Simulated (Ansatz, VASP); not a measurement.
## Two plane-wave programs on Sb

The input POSCAR:

```
Sb
1.0
    2.1542000000      1.2437279499      3.7580000000
   -2.1542000000      1.2437279499      3.7580000000
    0.0000000000     -2.4874558998      3.7580000000
Sb
2
Direct
    0.7665100000      0.7665100000      0.7665100000
    0.2334900000      0.2334900000      0.2334900000
```

Contents of INCAR.step1:

```
  ALGO = Normal
  EDIFF = 1E-5
  ENCUT = 520
  GGA = PE
  ISIF = 2
  ISMEAR = -1
  LASPH = True
  LCHARG = False
  LREAL = False
  LWAVE = True
  NBANDS = 12
  NELM = 80
  PREC = Accurate
  SIGMA = 0.05
```

The input INCAR.step2:

```
  AEXX = 0.25
  ALGO = Normal
  EDIFF = 1E-7
  ENCUT = 520
  GGA = PE
  ISIF = 2
  ISMEAR = -1
  ISTART = 1
  LASPH = True
  LCHARG = False
  LHFCALC = True
  LREAL = False
  LWAVE = False
  NBANDS = 12
  NELM = 80
  PREC = Accurate
  PRECFOCK = Normal
  SIGMA = 0.05
```

KPOINTS

```
k-points
0
Gamma
  4 4 4
```

File input.yaml:

```yaml
crystal:
  lattice:
    - [2.1542, 1.2437279499, 3.758]
    - [-2.1542, 1.2437279499, 3.758]
    - [0.0, -2.4874558998, 3.758]
  atoms:
    - { symbol: Sb, position: [0.76651, 0.76651, 0.76651] }
    - { symbol: Sb, position: [0.23349, 0.23349, 0.23349] }
hamiltonian:
  xc: pbe0
  pseudopotentials: { kind: paw }
kpoints:
  mp_grid: { grid: [4, 4, 4] }
  band_path:
    path:
      - [[0.0, 0.0, 0.0], [0.5, 0.0, 0.0], [0.5, 0.2396873643, -0.2396873643]]
      - [[0.7603126357, 0.5, 0.2396873643], [0.5, 0.5, 0.5], [0.0, 0.0, 0.0], [0.3698436821, 0.0, -0.3698436821]]
      - [[0.6301563179, 0.3698436821, 0.0], [0.5, 0.5, 0.0], [0.6301563179, 0.6301563179, 0.2396873643], [0.5, 0.5, 0.5]]
      - [[0.5, 0.0, 0.0], [0.7603126357, 0.3698436821, 0.3698436821]]
    npoints: 4
scf:
  occupations: { method: fermi_dirac, width: 0.05 }
  n_extra_bands: 6
output:
  forces: true
  stress: true
  eigenvalues: true
  fatbands: false
  write_density: true
  write_potential: true
  elf: true
  volumetric_format: npy
```

Alike in both runs: functional PBE0; k mesh 4 × 4 × 4; occupations fermi-dirac, width 0.05 eV; no spin polarisation.

|  | VASP | Ansatz |
| --- | --- | --- |
| version | VASP 6.6.1 | Ansatz 0.2.0 |
| potentials or method | VASP PAW PBE potentials, release 64 (Sb) | Ansatz PAW |
| plane-wave cutoff (eV) | 520 | 420 |
| valence electrons in the cell | 10 | 30 |
| task | single point | band structure |

VASP gave:

| Property | Result |
| --- | --- |
| gap on the k mesh at the Fermi level (eV) | 0.93 |
| least direct gap on the mesh (eV) | 1.05 |
| pressure (GPa) | -0.4 |
| traceless stress, the component that is largest in VASP (GPa) | -0.35 |
| rms of the force components (eV/Å) | 0.264 |

Q: Which values does Ansatz return?

A: gap on the k mesh at the Fermi level (eV): 0.81; least direct gap on the mesh (eV): 0.97; pressure (GPa): 0.7; traceless stress, the component that is largest in VASP (GPa): -0.43; rms of the force components (eV/Å): 0.231.

Atom by atom the forces differ by 0.033 eV/Å (rms over components). VASP's potentials hold 10 valence electrons a cell and Ansatz's 30, so a difference there can come from the potentials and not from the codes.

The k mesh is coarse, so the values compare programs but aren't converged. Spin-orbit coupling is off throughout. Noted on Ansatz's run: the k mesh misses the band edges, so the gap on the mesh is wider than the one along the path.
